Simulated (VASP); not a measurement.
Al3Cu, 4 atoms in the cell. It takes space group Pm-3m (No. 221, cubic). Conventional cell: a = 3.855 Å, b = 3.855 Å, c = 3.855 Å, α = 90.00°, β = 90.00°, γ = 90.00°. Al (site symmetry 4/mmm) has 8 Al at 2.73 Å and 4 Cu at 2.73 Å within 3.6 Å. Within 3.6 Å of Cu (site symmetry m-3m) lie 12 Al at 2.73 Å. 

- Program: VASP 6.6.1
- Task: single point
- Functional: LDA
- Potentials or basis: VASP PAW LDA potentials, release 64 (Al, Cu)
- Cutoff: 520 eV
- k mesh: 12 × 12 × 12
- Occupations: gaussian, width 0.15 eV
- Spin: no spin polarisation
- Dipole correction: no
- Further INCAR settings: ALGO = Normal; EDIFF = 1e-06; NBANDS = 18

Potentials or basis: VASP PAW LDA potentials, release 64 (Al, Cu).

Command:

```console
$ cat potpaw_LDA.64/Al/POTCAR potpaw_LDA.64/Cu/POTCAR > POTCAR
$ mpirun -np 1 vasp_std > vasp.out
```

Hardware: 1 thread of Intel(R) Xeon(R) Platinum 8488C (Sapphire Rapids) (shared host).

Q: How long does it take, and how much memory?

A: Run time: 83 s on 1 thread of Intel(R) Xeon(R) Platinum 8488C (Sapphire Rapids) (shared host), peak memory 0.19 GiB. Counts: scf iterations 16, k points 84.
